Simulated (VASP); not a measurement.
Ag:

```
Ag
1.0
     1.44298    0.83310    7.05758
    -1.44298    0.83310    7.05758
     0.00000   -1.66621    7.05758
Ag
3
Direct
  0.22228 0.22228 0.22228
  0.77772 0.77772 0.77772
  0.00000 0.00000 0.00000
```

Base run:

| Item | Value |
| --- | --- |
| Program | VASP 6.6.1 |
| Functional | LDA |
| Potentials or basis | VASP PAW LDA potentials, release 64 (Ag) |
| Cutoff | 520 eV |
| k mesh | 10 × 10 × 10 |
| Occupations | fermi-dirac, width 0.05 eV |
| Spin | no spin polarisation |

Its results: band gap on the k mesh zero (an odd number of electrons rules out a gap without spin polarisation); pressure -6.2 GPa.

Question: The run is repeated on the same cell with these changes: functional from LDA to PBE; potentials or basis from VASP PAW LDA potentials, release 64 (Ag) to VASP PAW PBE potentials, release 64 (Ag). What comes out?

Answer: Band gap on the k mesh zero (an odd number of electrons rules out a gap without spin polarisation); pressure 5.5 GPa.

Caveats: the cell stands under tension (at least some runs); the cell stands under pressure (at least some runs).
